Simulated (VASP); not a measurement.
# LaAg4 (Cmcm) in VASP: single point with r2SCAN

Aim: the single point of LaAg4 with r2SCAN.

Everything below comes from runs of VASP 6.6.1. Logs are shortened: lines on timing, memory, paths and dates and some standing lists are left out, and cuts for length are marked.

## 1. The cell of the first run

The structure is orthorhombic, space group Cmcm (No. 63). The conventional cell has a = 6.760 Å, b = 10.996 Å, c = 6.528 Å, α = 90.00°, β = 90.00°, γ = 90.00°. La (site symmetry m2m) has 18 Ag at 3.51 to 4.55 Å within 4.6 Å. Within 3.5 Å of Ag (site symmetry m2m) lie 5 Ag at 2.66 to 2.74 Å. Ag (site symmetry m2m) has 5 Ag at 2.66 to 2.78 Å within 3.5 Å. Ag (site symmetry 2) has 7 Ag at 2.74 to 3.26 Å and 2 La at 3.60 Å within 3.6 Å.

## 2. Single point, r2SCAN

POSCAR reads:

```
LaAg4
1.0
    3.3802200000      5.4979220000      0.0000000000
    3.3802200000     -5.4979220000      0.0000000000
    0.0000000000      0.0000000000     -6.5279820000
La Ag
2 8
Direct
    0.7346700000      0.2653300000      0.7500000000
    0.2653300000      0.7346700000      0.2500000000
    0.1487900000      0.8512100000      0.7500000000
    0.8512100000      0.1487900000      0.2500000000
    0.3909300000      0.6090700000      0.7500000000
    0.6090700000      0.3909300000      0.2500000000
    0.2186000000      0.2186000000      0.0000000000
    0.7814000000      0.7814000000      0.5000000000
    0.7814000000      0.7814000000      0.0000000000
    0.2186000000      0.2186000000      0.5000000000
```

INCAR.step1 reads:

```
SYSTEM = LaAg4
  ALGO = Normal
  EDIFF = 1E-4
  ENCUT = 520
  GGA = PE
  ISMEAR = 0
  LASPH = .True.
  LCHARG = .False.
  LREAL = .False.
  LWAVE = .True.
  NBANDS = 66
  NELM = 60
  PREC = Accurate
  SIGMA = 0.0976
```

INCAR.step2 reads:

```
SYSTEM = LaAg4
  ALGO = Normal
  EDIFF = 1E-6
  ENCUT = 520
  ISIF = 2
  ISMEAR = 0
  ISTART = 1
  LASPH = .True.
  LCHARG = .False.
  LMIXTAU = .True.
  LREAL = .False.
  LWAVE = .False.
  METAGGA = R2SCAN
  NBANDS = 66
  NELM = 60
  PREC = Accurate
  SIGMA = 0.0976
```

KPOINTS reads:

```
k-points
0
Gamma
  3 3 3
  0 0 0
```

Potentials or basis: VASP PAW PBE potentials, release 64 (La, Ag).

On the command line:

```bash
cat potpaw_PBE.64/La/POTCAR potpaw_PBE.64/Ag/POTCAR > POTCAR
cp INCAR.step1 INCAR
mpirun -np 1 vasp_std > vasp.out
cp INCAR.step2 INCAR
mpirun -np 1 vasp_std > vasp.out
```

OUTCAR:

```text
SYSTEM = LaAg4
   EDIFF = 1E-6
   ENCUT = 520
   ISIF = 2
   ISMEAR = 0
   ISTART = 1
   LASPH = .True.
   LREAL = .False.
   METAGGA = R2SCAN
   NELM = 60
   PREC = Accurate

 ion  position               nearest neighbor table
   1  0.735  0.265  0.750-   4 3.51   4 3.51   3 3.51   3 3.51   6 3.54   6 3.54   9 3.60   8 3.60
                             7 3.60  10 3.60
   2  0.265  0.735  0.250-   3 3.51   3 3.51   4 3.51   4 3.51   5 3.54   5 3.54   9 3.60   8 3.60
                             7 3.60  10 3.60
   3  0.149  0.851  0.750-   5 2.66   7 2.74   8 2.74   9 2.74  10 2.74   2 3.51   2 3.51   1 3.51
                             1 3.51
   4  0.851  0.149  0.250-   6 2.66   7 2.74   8 2.74   9 2.74  10 2.74   1 3.51   1 3.51   2 3.51
                             2 3.51
   5  0.391  0.609  0.750-   3 2.66   7 2.78   8 2.78   9 2.78  10 2.78   2 3.54   2 3.54
   6  0.609  0.391  0.250-   4 2.66   7 2.78   8 2.78   9 2.78  10 2.78   1 3.54   1 3.54
   7  0.219  0.219  0.000-   3 2.74   4 2.74   5 2.78   6 2.78   9 2.96  10 3.26  10 3.26   2 3.60
                             1 3.60
   8  0.781  0.781  0.500-   3 2.74   4 2.74   5 2.78   6 2.78  10 2.96   9 3.26   9 3.26   1 3.60
                             2 3.60
   9  0.781  0.781  0.000-   3 2.74   4 2.74   5 2.78   6 2.78   7 2.96   8 3.26   8 3.26   1 3.60
                             2 3.60
  10  0.219  0.219  0.500-   3 2.74   4 2.74   5 2.78   6 2.78   8 2.96   7 3.26   7 3.26   2 3.60
                             1 3.60

  LATTYP: Found a base centered orthorhombic cell.
 ALAT       =     6.7604400000
 B/A-ratio  =     1.6264982753
 C/A-ratio  =     0.9656149600

  Lattice vectors:

 A1 = (   3.3802200000,   5.4979220000,   0.0000000000)
 A2 = (   3.3802200000,  -5.4979220000,   0.0000000000)
 A3 = (   0.0000000000,   0.0000000000,  -6.5279820000)

Analysis of symmetry for initial positions (statically):
=====================================================================
 Subroutine PRICEL returns:
 Original cell was already a primitive cell.

 Routine SETGRP: Setting up the symmetry group for a
 base centered orthorhombic supercell.

 Subroutine GETGRP returns: Found  8 space group operations
 (whereof  4 operations were pure point group operations)
 out of a pool of  8 trial point group operations.

The static configuration has the point symmetry C_2h.
 The point group associated with its full space group is D_2h.

Analysis of symmetry for dynamics (positions and initial velocities):
=====================================================================
 Subroutine PRICEL returns:
 Original cell was already a primitive cell.

 Routine SETGRP: Setting up the symmetry group for a
 base centered orthorhombic supercell.

 Subroutine GETGRP returns: Found  8 space group operations
 (whereof  4 operations were pure point group operations)
 out of a pool of  8 trial point group operations.

The dynamic configuration has the point symmetry C_2h.
 The point group associated with its full space group is D_2h.

 Subroutine INISYM returns: Found  8 space group operations
 (whereof  4 operations are pure point group operations),
 and found     1 'primitive' translations

----------------------------------------------------------------------------------------

                                     Primitive cell

  volume of cell :     242.6345

  direct lattice vectors                    reciprocal lattice vectors
     3.380220000  5.497922000  0.000000000     0.147919366  0.090943451  0.000000000
     3.380220000 -5.497922000  0.000000000     0.147919366 -0.090943451  0.000000000
     0.000000000  0.000000000 -6.527982000     0.000000000  0.000000000 -0.153186697

  length of vectors
     6.453916142  6.453916142  6.527982000     0.173640002  0.173640002  0.153186697

  position of ions in fractional coordinates (direct lattice)
     0.734670000  0.265330000  0.750000000
     0.265330000  0.734670000  0.250000000
     0.148790000  0.851210000  0.750000000
     0.851210000  0.148790000  0.250000000
     0.390930000  0.609070000  0.750000000
     0.609070000  0.390930000  0.250000000
     0.218600000  0.218600000  0.000000000
     0.781400000  0.781400000  0.500000000
     0.781400000  0.781400000  0.000000000
     0.218600000  0.218600000  0.500000000

  ion indices of the primitive-cell ions
   primitive index   ion index
                 1           1
                 2           2
                 3           3
                 4           4
                 5           5
                 6           6
                 7           7
                 8           8
                 9           9
                10          10

----------------------------------------------------------------------------------------

 KPOINTS: k-points

Automatic generation of k-mesh.
 Grid dimensions read from file:
 generate k-points for:    3    3    3

 Generating k-lattice:

  Cartesian coordinates                     Fractional coordinates (reciprocal lattice)
     0.049306455  0.030314484  0.000000000     0.333333333  0.000000000  0.000000000
     0.049306455 -0.030314484  0.000000000     0.000000000  0.333333333  0.000000000
     0.000000000  0.000000000 -0.051062232     0.000000000  0.000000000  0.333333333

  Length of vectors
     0.057880001  0.057880001  0.051062232

  Shift w.r.t. Gamma in fractional coordinates (k-lattice)
     0.000000000  0.000000000  0.000000000

 Subroutine IBZKPT returns following result:
 ===========================================

 Found      8 irreducible k-points:

 Following reciprocal coordinates:
            Coordinates               Weight
  0.000000  0.000000  0.000000      1.000000
  0.333333  0.000000  0.000000      4.000000
  0.333333  0.333333  0.000000      2.000000
 -0.333333  0.333333  0.000000      2.000000
  0.000000  0.000000  0.333333      2.000000
  0.333333  0.000000  0.333333      8.000000
  0.333333  0.333333  0.333333      4.000000
 -0.333333  0.333333  0.333333      4.000000
   k-points           NKPTS =      8   k-points in BZ     NKDIM =      8   number of bands    NBANDS=     66
   number of dos      NEDOS =    301   number of ions     NIONS =     10
   total plane-waves  NPLWV = 115200
   dimension x,y,z NGX =    48 NGY =   48 NGZ =   50
   dimension x,y,z NGXF=    96 NGYF=   96 NGZF=  100
   ions per type =               2   8
   NGX,Y,Z   is equivalent  to a cutoff of  12.36, 12.36, 12.73 a.u.
   NGXF,Y,Z  is equivalent  to a cutoff of  24.73, 24.73, 25.47 a.u.
 SYSTEM =  LaAg4
   PREC   = accura    normal or accurate (medium, high low for compatibility)
   ISTART =      1    job   : 0-new  1-cont  2-samecut
   ICHARG =      0    charge: 1-file 2-atom 10-const
   ISPIN  =      1    spin polarized calculation?
   LNONCOLLINEAR =      F non collinear calculations
   LSORBIT =      F    spin-orbit coupling
   LASPH  =      T    aspherical Exc in radial PAW
   ENCUT  =  520.0 eV  38.22 Ry    6.18 a.u.  12.00 12.00 12.14*2*pi/ulx,y,z
   NELM   =     60;   NELMIN=  2; NELMDL=  0     # of ELM steps
   EDIFF  = 0.1E-05   stopping-criterion for ELM
   LREAL  =      F    real-space projection
   EDIFFG = 0.1E-04   stopping-criterion for IOM
   NSW    =      0    number of steps for IOM
   IBRION =     -1    ionic relax: 0-MD 1-quasi-New 2-CG
   NFREE  =      0    steps in history (QN), initial steepest desc. (CG)
   ISIF   =      2    stress and relaxation
   ISYM   =      2    0-nonsym 1-usesym 2-fastsym
   POTIM  = 0.5000    time-step for ionic-motion
   TEBEG  =    0.0;   TEEND  =   0.0 temperature during run
   PSTRESS=    0.0 pullay stress
   NELECT =     110.0000    total number of electrons
   NUPDOWN=      -1.0000    fix difference up-down
   EMIN   =  10.00;   EMAX   =-10.00  energy-range for DOS
   EFERMI =   0.00;   METHOD = LEGACY
   ISMEAR =     0;   SIGMA  =   0.10  broadening in eV -4-tet -1-fermi 0-gaus
   EFERMI_NEDOS =   21; number of points for ismear=-14 and -15
   IALGO  =     38    algorithm
   IMIX   =      4    mixing-type and parameters
     AMIX     =   0.40;   BMIX     =  1.00
     AMIX_MAG =   1.60;   BMIX_MAG =  1.00
  volume/ion in A,a.u.               =      24.26       163.74
  Fermi-wavevector in a.u.,A,eV,Ry     =   1.257636  2.376587 21.519625  1.581648
  Thomas-Fermi vector in A             =   2.391285
   LORBIT       =      0    0 simple, 1 ext, 2 COOP (PROOUT), +10 PAW based schemes
   METAGGA = R2SCAN    functional components
   LHFCALC =     F    Hartree Fock is set to
   AEXX    =    0.0000 exact exchange contribution
   IVDW    =     0    specifies the selected vdW correction
   LEPSILON=     F    determine dielectric tensor
   LRPA    =     F    only Hartree local field effects (RPA)
 non-spin polarized calculation
 Gauss-broadening in eV      SIGMA  =   0.10
  energy-cutoff  :      520.00
  volume of cell :      242.63
 maximum number of plane-waves:      6564
   NGX = 23   NGY = 23   NGZ = 25

 number of electron     110.0000020 magnetization

 Free energy of the ion-electron system (eV)
  ---------------------------------------------------
  ext. energy  EPLUGINS =         0.00000000
  ---------------------------------------------------
  free energy    TOTEN  =      -231.48494351 eV

  energy without entropy =     -231.46850922  energy(sigma->0) =     -231.47672637

 E-fermi :   6.8579     XC(G=0): -11.1370

 val. band max:        6.8534663043   @ k =   0.0000   0.0000   0.0000
 cond. band min:       6.8598022033   @ k =  -0.3333   0.3333   0.3333
 fundamental gap:      0.0063358990
 Fermi energy:         6.8579208974

 k-point     1 :       0.0000    0.0000    0.0000
  band No.  band energies     occupation
      1     -28.1415      2.00000
      2     -28.1349      2.00000
      3     -11.3475      2.00000
      4     -11.3258      2.00000
      5     -11.3079      2.00000
      6     -11.2965      2.00000
[... 58 lines left out ...]
     65       8.0922      0.00000
     66       8.1144      0.00000

 k-point     2 :       0.3333    0.0000    0.0000
  band No.  band energies     occupation
      1     -28.1398      2.00000
      2     -28.1364      2.00000
      3     -11.3338      2.00000
      4     -11.3071      2.00000
      5     -11.3060      2.00000
      6     -11.3026      2.00000
[... 58 lines left out ...]
     65       8.1317      0.00000
     66       8.1480      0.00000

 k-point     3 :       0.3333    0.3333    0.0000
  band No.  band energies     occupation
      1     -28.1396      2.00000
      2     -28.1365      2.00000
      3     -11.3362      2.00000
      4     -11.3122      2.00000
      5     -11.3051      2.00000
      6     -11.3005      2.00000
[... 58 lines left out ...]
     65       8.1396      0.00000
     66       8.1572      0.00000

 k-point     4 :      -0.3333    0.3333    0.0000
  band No.  band energies     occupation
      1     -28.1413      2.00000
      2     -28.1349      2.00000
      3     -11.3501      2.00000
      4     -11.3230      2.00000
      5     -11.3168      2.00000
      6     -11.2958      2.00000
[... 58 lines left out ...]
     65       8.1373      0.00000
     66       8.1454      0.00000

 k-point     5 :       0.0000    0.0000    0.3333
  band No.  band energies     occupation
      1     -28.1398      2.00000
      2     -28.1365      2.00000
      3     -11.3291      2.00000
      4     -11.3129      2.00000
      5     -11.3031      2.00000
      6     -11.2987      2.00000
[... 58 lines left out ...]
     65       8.1489      0.00000
     66       8.1646      0.00000

 k-point     6 :       0.3333    0.0000    0.3333
  band No.  band energies     occupation
      1     -28.1389      2.00000
      2     -28.1372      2.00000
      3     -11.3492      2.00000
      4     -11.3313      2.00000
      5     -11.3041      2.00000
      6     -11.3006      2.00000
[... 58 lines left out ...]
     65       8.1431      0.00000
     66       8.1569      0.00000

 k-point     7 :       0.3333    0.3333    0.3333
  band No.  band energies     occupation
      1     -28.1388      2.00000
      2     -28.1372      2.00000
      3     -11.3496      2.00000
      4     -11.3308      2.00000
      5     -11.3085      2.00000
      6     -11.3004      2.00000
[... 58 lines left out ...]
     65       8.1425      0.00000
     66       8.1533      0.00000

 k-point     8 :      -0.3333    0.3333    0.3333
  band No.  band energies     occupation
      1     -28.1397      2.00000
      2     -28.1364      2.00000
      3     -11.3310      2.00000
      4     -11.3141      2.00000
      5     -11.3062      2.00000
      6     -11.3002      2.00000
[... 58 lines left out ...]
     65       8.1396      0.00000
     66       8.1463      0.00000

------------------------ aborting loop because EDIFF is reached ----------------------------------------

  FORCE on cell =-STRESS in cart. coord.  units (eV):
  Direction    XX          YY          ZZ          XY          YZ          ZX
  --------------------------------------------------------------------------------------
  -------------------------------------------------------------------------------------
  Total       -5.5287917     -5.3033759     -5.7433502      0.0000000      0.0000000      0.0000000
  in kB      -36.5080237    -35.0195459    -37.9248086      0.0000000      0.0000000      0.0000000
  external PRESSURE =     -36.4841261 kB  Pullay stress =       0.0000000 kB

 VOLUME and BASIS-vectors are now :
 -----------------------------------------------------------------------------
  energy-cutoff  :      520.00
  volume of cell :      242.63
      direct lattice vectors                 reciprocal lattice vectors
     3.380220000  5.497922000  0.000000000     0.147919366  0.090943451  0.000000000
     3.380220000 -5.497922000  0.000000000     0.147919366 -0.090943451  0.000000000
     0.000000000  0.000000000 -6.527982000     0.000000000  0.000000000 -0.153186697

 POSITION                                       TOTAL-FORCE (eV/Angst)
 -----------------------------------------------------------------------------------
      3.38022      2.58039     -4.89599         0.000000     -0.118376     -0.000000
      3.38022     -2.58039     -1.63200         0.000000      0.118376      0.000000
      3.38022     -3.86185     -4.89599         0.000000      0.149643      0.000000
      3.38022      3.86185     -1.63200         0.000000     -0.149643     -0.000000
      3.38022     -1.19932     -4.89599         0.000000      0.168782     -0.000000
      3.38022      1.19932     -1.63200         0.000000     -0.168782      0.000000
      1.47783      0.00000      0.00000         0.113797      0.000000     -0.000000
      5.28261      0.00000     -3.26399        -0.113797      0.000000     -0.000000
      5.28261      0.00000      0.00000        -0.113797      0.000000      0.000000
      1.47783      0.00000     -3.26399         0.113797      0.000000      0.000000
 -----------------------------------------------------------------------------------
    total drift:                                0.000000      0.000000     -0.000000

  FREE ENERGIE OF THE ION-ELECTRON SYSTEM (eV)
  ---------------------------------------------------
  free  energy   TOTEN  =      -231.4849435145 eV

  energy  without entropy=     -231.4685092232  energy(sigma->0) =     -231.47672637
```

Wall time 17 min (1 thread of Intel Xeon Platinum 8259CL at 2.50GHz (Skylake/Cascade Lake), shared host); peak memory 0.43 GiB.

Results:

| Quantity | Value |
| --- | --- |
| Free energy | -231.4849 eV |
| Pressure | -3.6 GPa |
| Largest force | 0.169 eV/Å |
| Band gap on the k mesh | zero (band 55 reaches 7.37 eV, above the bottom of band 56 at 6.68 eV) |

Forces in eV/Å, atoms in the order of the input:
```
La   0.000 -0.118  0.000
La   0.000  0.118  0.000
Ag   0.000  0.150  0.000
Ag   0.000 -0.150  0.000
Ag   0.000  0.169  0.000
Ag   0.000 -0.169  0.000
Ag   0.114  0.000  0.000
Ag  -0.114  0.000  0.000
Ag  -0.114  0.000  0.000
Ag   0.114  0.000  0.000
```

Caveat: the k points lie up to 0.36 Å⁻¹ apart; the PAW data sets were made with another functional, which shifts forces and pressure a little; spin-orbit coupling is left out, which moves the levels of the heavy elements.
